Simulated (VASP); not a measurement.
A run of VASP 6.6.1:

Contents of INCAR:

```
PREC = Accurate
ENCUT = 520
EDIFF = 1E-6
ISMEAR = 0
SIGMA = 0.2
LREAL = F
LASPH = T
NELM = 80
ALGO = Normal
ISIF = 2
LWAVE = F
LCHARG = F
GGA = PE
NBANDS = 28
```

KPOINTS

```
regular mesh
0
Gamma
  4 4 4
```

Contents of POSCAR:

```
TaSi2
1.0
    0.0000000000      4.2328169194      4.3700997992
    2.3931611018      0.0000000000      4.3700997992
    2.3931611018      4.2328169194      0.0000000000
Ta Si
2 4
Direct
    0.5000000000      0.5000000000      0.5000000000
    0.7500000000      0.7500000000      0.7500000000
    0.8495090538      0.1504909462      0.8495090538
    0.4004909462      0.0995090538      0.4004909462
    0.0995090538      0.4004909462      0.0995090538
    0.1504909462      0.8495090538      0.1504909462
```

Potentials or basis: VASP PAW PBE potentials, release 64 (Ta_pv, Si).

Launch:

```console
$ cat potpaw_PBE.64/Ta_pv/POTCAR potpaw_PBE.64/Si/POTCAR > POTCAR
$ mpirun -np 1 vasp_std > vasp.out
```

Hardware: 1 thread of Intel(R) Xeon(R) 6975P-C (Granite Rapids), with other jobs on the host.

Question: Estimate the wall time of this run.

Answer: Run time: 51 s on 1 thread of Intel(R) Xeon(R) 6975P-C (Granite Rapids), on a shared host, peak memory 0.26 GiB. Counts: scf iterations 13, k points 18.
